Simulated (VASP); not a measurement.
# TiO2 (C2/m) in VASP: single point with LDA

Aim: the single point of TiO2 with LDA.

Program: VASP 6.6.1. These are calculated values, not measurements. Logs are shortened: lines on timing, memory, paths and dates and some standing lists are left out, and cuts for length are marked.

### 1 The cell of the first run

The structure is monoclinic, space group C2/m (No. 12). The conventional cell has a = 12.062 Å, b = 3.698 Å, c = 6.472 Å, α = 90.00°, β = 106.96°, γ = 90.00°. Ti (site symmetry m) has 6 O at 1.75 to 2.27 Å within 2.3 Å. Within 2.4 Å of Ti (site symmetry m) lie 6 O at 1.83 to 2.10 Å. Within 2.5 Å of O (site symmetry m) lie 3 Ti at 1.84 to 2.10 Å and 1 O at 2.49 Å. Within 2.5 Å of O (site symmetry m) lie 3 Ti at 1.90 to 1.99 Å and 2 O at 2.48 Å. Within 2.3 Å of O (site symmetry m) lie 2 Ti at 1.75 to 1.83 Å. O (site symmetry m) has 4 Ti at 1.93 to 2.27 Å and 5 O at 2.48 to 2.63 Å within 2.7 Å.

### 2 Single point, LDA

Input file INCAR:

```
ALGO = Normal ; EDIFF = 1E-7
ENCUT = 520 ; ISIF = 2
ISMEAR = 0 ; LASPH = True
LCHARG = False ; LREAL = False
LWAVE = False ; NBANDS = 60
NELM = 80 ; PREC = Accurate
SIGMA = 0.02
```

Input file KPOINTS:

```
k-points
0
Gamma
  6 6 4
```

Input file POSCAR:

```
TiO2
1.0
    6.0310278137     -1.8491327307      0.0008327780
    6.0310278137      1.8491327307      0.0008327780
   -1.8890683345      0.0000000000      6.1898704748
Ti O
4 8
Direct
    0.8047501107      0.8047501107      0.7151374700
    0.1009785202      0.1009785202      0.7082242395
    0.1952498893      0.1952498893      0.2848625300
    0.8990214798      0.8990214798      0.2917757605
    0.0584403336      0.0584403336      0.3703070405
    0.6382019494      0.6382019494      0.7047910490
    0.1338552149      0.1338552149      0.0034857301
    0.9415596664      0.9415596664      0.6296929595
    0.7364697457      0.7364697457      0.3496623158
    0.8661447851      0.8661447851      0.9965142699
    0.2635302543      0.2635302543      0.6503376842
    0.3617980506      0.3617980506      0.2952089510
```

Potentials or basis: VASP PAW LDA potentials, release 64 (Ti_sv, O).

The run is started by

```console
$ cat potpaw_LDA.64/Ti_sv/POTCAR potpaw_LDA.64/O/POTCAR > POTCAR
$ mpirun -np 1 vasp_std > vasp.out
```

OUTCAR:

```text
EDIFF = 1E-7
   ENCUT = 520
   ISIF = 2
   ISMEAR = 0
   LASPH = True
   LREAL = False
   NELM = 80
   PREC = Accurate

 ion  position               nearest neighbor table
   1  0.805  0.805  0.715-  10 1.75   8 1.89  11 1.93  11 1.93   6 1.99   9 2.27
   2  0.101  0.101  0.708-   7 1.83   8 1.84   6 1.90   6 1.90   5 2.10  11 2.10
   3  0.195  0.195  0.285-   7 1.75   5 1.89   9 1.93   9 1.93  12 1.99  11 2.27
   4  0.899  0.899  0.292-  10 1.83   5 1.84  12 1.90  12 1.90   8 2.10   9 2.10
   5  0.058  0.058  0.370-   4 1.84   3 1.89   2 2.10
   6  0.638  0.638  0.705-   2 1.90   2 1.90   1 1.99
   7  0.134  0.134  0.003-   3 1.75   2 1.83
   8  0.942  0.942  0.630-   2 1.84   1 1.89   4 2.10
   9  0.736  0.736  0.350-   3 1.93   3 1.93   4 2.10   1 2.27
  10  0.866  0.866  0.997-   1 1.75   4 1.83
  11  0.264  0.264  0.650-   1 1.93   1 1.93   2 2.10   3 2.27
  12  0.362  0.362  0.295-   4 1.90   4 1.90   3 1.99

  LATTYP: Found a base centered monoclinic cell.
 ALAT       =    12.0620557424
 B/A-ratio  =     0.3066032474
 C/A-ratio  =     0.5365348695
 COS(beta)  =    -0.2917640906

  Lattice vectors:

 A1 = (   6.0310278137,  -1.8491327307,   0.0008327780)
 A2 = (   6.0310278137,   1.8491327307,   0.0008327780)
 A3 = (  -1.8890683345,   0.0000000000,   6.1898704748)

Analysis of symmetry for initial positions (statically):
=====================================================================
 Subroutine PRICEL returns:
 Original cell was already a primitive cell.

 Routine SETGRP: Setting up the symmetry group for a
 base centered monoclinic supercell.

 Subroutine GETGRP returns: Found  4 space group operations
 (whereof  4 operations were pure point group operations)
 out of a pool of  4 trial point group operations.

The static configuration has the point symmetry C_2h.

Analysis of symmetry for dynamics (positions and initial velocities):
=====================================================================
 Subroutine PRICEL returns:
 Original cell was already a primitive cell.

 Routine SETGRP: Setting up the symmetry group for a
 base centered monoclinic supercell.

 Subroutine GETGRP returns: Found  4 space group operations
 (whereof  4 operations were pure point group operations)
 out of a pool of  4 trial point group operations.

The dynamic configuration has the point symmetry C_2h.

 Subroutine INISYM returns: Found  4 space group operations
 (whereof  4 operations are pure point group operations),
 and found     1 'primitive' translations

----------------------------------------------------------------------------------------

                                     Primitive cell

  volume of cell :     138.0668

  direct lattice vectors                    reciprocal lattice vectors
     6.031027814 -1.849132731  0.000832778     0.082901115 -0.270397031  0.025300347
     6.031027814  1.849132731  0.000832778     0.082901115  0.270397031  0.025300347
    -1.889068334  0.000000000  6.189870475    -0.000022307  0.000000000  0.161547461

  length of vectors
     6.308136733  6.308136733  6.471713503     0.283949391  0.283949391  0.161547463

  position of ions in fractional coordinates (direct lattice)
     0.804750111  0.804750111  0.715137470
     0.100978520  0.100978520  0.708224239
     0.195249889  0.195249889  0.284862530
     0.899021480  0.899021480  0.291775761
     0.058440334  0.058440334  0.370307041
     0.638201949  0.638201949  0.704791049
     0.133855215  0.133855215  0.003485730
     0.941559666  0.941559666  0.629692959
     0.736469746  0.736469746  0.349662316
     0.866144785  0.866144785  0.996514270
     0.263530254  0.263530254  0.650337684
     0.361798051  0.361798051  0.295208951

  ion indices of the primitive-cell ions
   primitive index   ion index
                 1           1
                 2           2
                 3           3
                 4           4
                 5           5
                 6           6
                 7           7
                 8           8
                 9           9
                10          10
                11          11
                12          12

----------------------------------------------------------------------------------------

 KPOINTS: k-points

Automatic generation of k-mesh.
 Grid dimensions read from file:
 generate k-points for:    6    6    4

 Generating k-lattice:

  Cartesian coordinates                     Fractional coordinates (reciprocal lattice)
     0.013816853 -0.045066172  0.004216725     0.166666667  0.000000000 -0.000000000
     0.013816853  0.045066172  0.004216725     0.000000000  0.166666667 -0.000000000
    -0.000005577  0.000000000  0.040386865    -0.000000000 -0.000000000  0.250000000

  Length of vectors
     0.047324899  0.047324899  0.040386866

  Shift w.r.t. Gamma in fractional coordinates (k-lattice)
     0.000000000  0.000000000  0.000000000

 Subroutine IBZKPT returns following result:
 ===========================================

 Found     47 irreducible k-points:

 Following reciprocal coordinates:
            Coordinates               Weight
  0.000000  0.000000  0.000000      1.000000
  0.166667  0.000000 -0.000000      4.000000
  0.333333  0.000000  0.000000      4.000000
  0.500000  0.000000 -0.000000      2.000000
  0.166667  0.166667 -0.000000      2.000000
  0.333333  0.166667  0.000000      4.000000
[... 16 lines left out ...]
 -0.333333  0.166667  0.250000      4.000000
 -0.166667  0.166667  0.250000      4.000000
 [... further k-points ...]
   k-points           NKPTS =     47   k-points in BZ     NKDIM =     47   number of bands    NBANDS=     60
   number of dos      NEDOS =    301   number of ions     NIONS =     12
   total plane-waves  NPLWV = 110592
   dimension x,y,z NGX =    48 NGY =   48 NGZ =   48
   dimension x,y,z NGXF=    96 NGYF=   96 NGZF=   96
   ions per type =               4   8
   NGX,Y,Z   is equivalent  to a cutoff of  12.65, 12.65, 12.33 a.u.
   NGXF,Y,Z  is equivalent  to a cutoff of  25.30, 25.30, 24.66 a.u.
 SYSTEM =  unknown system
   PREC   = accura    normal or accurate (medium, high low for compatibility)
   ISTART =      0    job   : 0-new  1-cont  2-samecut
   ICHARG =      2    charge: 1-file 2-atom 10-const
   ISPIN  =      1    spin polarized calculation?
   LNONCOLLINEAR =      F non collinear calculations
   LSORBIT =      F    spin-orbit coupling
   LASPH  =      T    aspherical Exc in radial PAW
   ENCUT  =  520.0 eV  38.22 Ry    6.18 a.u.  11.73 11.73 12.03*2*pi/ulx,y,z
   NELM   =     80;   NELMIN=  2; NELMDL= -5     # of ELM steps
   EDIFF  = 0.1E-06   stopping-criterion for ELM
   LREAL  =      F    real-space projection
   EDIFFG = 0.1E-05   stopping-criterion for IOM
   NSW    =      0    number of steps for IOM
   IBRION =     -1    ionic relax: 0-MD 1-quasi-New 2-CG
   NFREE  =      0    steps in history (QN), initial steepest desc. (CG)
   ISIF   =      2    stress and relaxation
   ISYM   =      2    0-nonsym 1-usesym 2-fastsym
   POTIM  = 0.5000    time-step for ionic-motion
   TEBEG  =    0.0;   TEEND  =   0.0 temperature during run
   PSTRESS=    0.0 pullay stress
   NELECT =      96.0000    total number of electrons
   NUPDOWN=      -1.0000    fix difference up-down
   EMIN   =  10.00;   EMAX   =-10.00  energy-range for DOS
   EFERMI =   0.00;   METHOD = LEGACY
   ISMEAR =     0;   SIGMA  =   0.02  broadening in eV -4-tet -1-fermi 0-gaus
   EFERMI_NEDOS =   21; number of points for ismear=-14 and -15
   IALGO  =     38    algorithm
   IMIX   =      4    mixing-type and parameters
     AMIX     =   0.40;   BMIX     =  1.00
     AMIX_MAG =   1.60;   BMIX_MAG =  1.00
  volume/ion in A,a.u.               =      11.51        77.64
  Fermi-wavevector in a.u.,A,eV,Ry     =   1.450337  2.740739 28.619533  2.103476
  Thomas-Fermi vector in A             =   2.567960
   LORBIT       =      0    0 simple, 1 ext, 2 COOP (PROOUT), +10 PAW based schemes
   GGA     = CA    functional components
   LHFCALC =     F    Hartree Fock is set to
   AEXX    =    0.0000 exact exchange contribution
   IVDW    =     0    specifies the selected vdW correction
   LEPSILON=     F    determine dielectric tensor
   LRPA    =     F    only Hartree local field effects (RPA)
 non-spin polarized calculation
 Gauss-broadening in eV      SIGMA  =   0.02
  energy-cutoff  :      520.00
  volume of cell :      138.07
 maximum number of plane-waves:      3742
   NGX = 23   NGY = 23   NGZ = 25

 number of electron      95.9999979 magnetization

 Free energy of the ion-electron system (eV)
  ---------------------------------------------------
  ext. energy  EPLUGINS =         0.00000000
  ---------------------------------------------------
  free energy    TOTEN  =      -117.56156268 eV

  energy without entropy =     -117.56156268  energy(sigma->0) =     -117.56156268

 E-fermi :   2.8690     XC(G=0): -11.1776

 val. band max:        2.6983417888   @ k =  -0.3333   0.1667   0.5000
 cond. band min:       5.5276198543   @ k =   0.0000   0.0000   0.0000
 fundamental gap:      2.8292780655
 Fermi energy:         2.8690222454

 k-point     1 :       0.0000    0.0000    0.0000
  band No.  band energies     occupation
      1     -52.5013      2.00000
      2     -52.4828      2.00000
      3     -52.4048      2.00000
      4     -52.3961      2.00000
      5     -29.3986      2.00000
      6     -29.3432      2.00000
[... 52 lines left out ...]
     59       7.8277      0.00000
     60       8.0994      0.00000

 k-point     2 :       0.1667    0.0000   -0.0000
  band No.  band energies     occupation
      1     -52.4994      2.00000
      2     -52.4817      2.00000
      3     -52.4040      2.00000
      4     -52.3966      2.00000
      5     -29.3927      2.00000
      6     -29.3404      2.00000
[... 1383 lines left out ...]
      4     -52.3976      2.00000
      5     -29.3881      2.00000
      6     -29.3411      2.00000
[... 52 lines left out ...]
     59       7.6673      0.00000
     60       7.8316      0.00000

 [... further k-points ...]

------------------------ aborting loop because EDIFF is reached ----------------------------------------

  FORCE on cell =-STRESS in cart. coord.  units (eV):
  Direction    XX          YY          ZZ          XY          YZ          ZX
  --------------------------------------------------------------------------------------
  -------------------------------------------------------------------------------------
  Total        1.0631662      1.0026235      1.2998116      0.0000000      0.0000000      0.0728425
  in kB       12.3373670     11.6348071     15.0834851      0.0000000      0.0000000      0.8452903
  external PRESSURE =      13.0185531 kB  Pullay stress =       0.0000000 kB

 VOLUME and BASIS-vectors are now :
 -----------------------------------------------------------------------------
  energy-cutoff  :      520.00
  volume of cell :      138.07
      direct lattice vectors                 reciprocal lattice vectors
     6.031027814 -1.849132731  0.000832778     0.082901115 -0.270397031  0.025300347
     6.031027814  1.849132731  0.000832778     0.082901115  0.270397031  0.025300347
    -1.889068334  0.000000000  6.189870475    -0.000022307  0.000000000  0.161547461

 POSITION                                       TOTAL-FORCE (eV/Angst)
 -----------------------------------------------------------------------------------
      8.35600      0.00000      4.42795        -0.016745      0.000000     -0.138330
     -0.11988      0.00000      4.38398         0.050736      0.000000     -0.050956
      1.81699      0.00000      1.76359         0.016745      0.000000      0.138330
     10.29286      0.00000      1.80755        -0.050736      0.000000      0.050956
      0.00538      0.00000      2.29225         0.039166      0.000000      0.020681
      6.36663      0.00000      4.36363        -0.019897      0.000000      0.001770
      1.60798      0.00000      0.02180        -0.030714      0.000000     -0.083292
     10.16761      0.00000      3.89929        -0.039166      0.000000     -0.020681
      8.22280      0.00000      2.16559        -0.008199      0.000000      0.018445
      8.56500      0.00000      6.16974         0.030714      0.000000      0.083292
      1.95018      0.00000      4.02594         0.008199      0.000000     -0.018445
      3.80636      0.00000      1.82791         0.019897      0.000000     -0.001770
 -----------------------------------------------------------------------------------
    total drift:                                0.000000     -0.000000     -0.000000

  FREE ENERGIE OF THE ION-ELECTRON SYSTEM (eV)
  ---------------------------------------------------
  free  energy   TOTEN  =      -117.5615626783 eV

  energy  without entropy=     -117.5615626783  energy(sigma->0) =     -117.56156268
```

It took 11 min on 1 thread of AMD EPYC 7R13 (Zen 3), shared host; peak memory 0.39 GiB.

What came out:

* Free energy: -117.5616 eV
* Pressure: 1.3 GPa
* Largest force: 0.139 eV/Å
* Band gap on the k mesh: 2.83 eV (least direct gap 3.02 eV)

Forces on the atoms (eV/Å):
```
Ti  -0.017  0.000 -0.138
Ti   0.051  0.000 -0.051
Ti   0.017  0.000  0.138
Ti  -0.051  0.000  0.051
O    0.039  0.000  0.021
O   -0.020  0.000  0.002
O   -0.031  0.000 -0.083
O   -0.039  0.000 -0.021
O   -0.008  0.000  0.018
O    0.031  0.000  0.083
O    0.008  0.000 -0.018
O    0.020  0.000 -0.002
```

Stress tensor (GPa, compression positive):
```
1.23 0.00 0.08
0.00 1.16 0.00
0.08 0.00 1.51
```

A k mesh can miss the band edges.
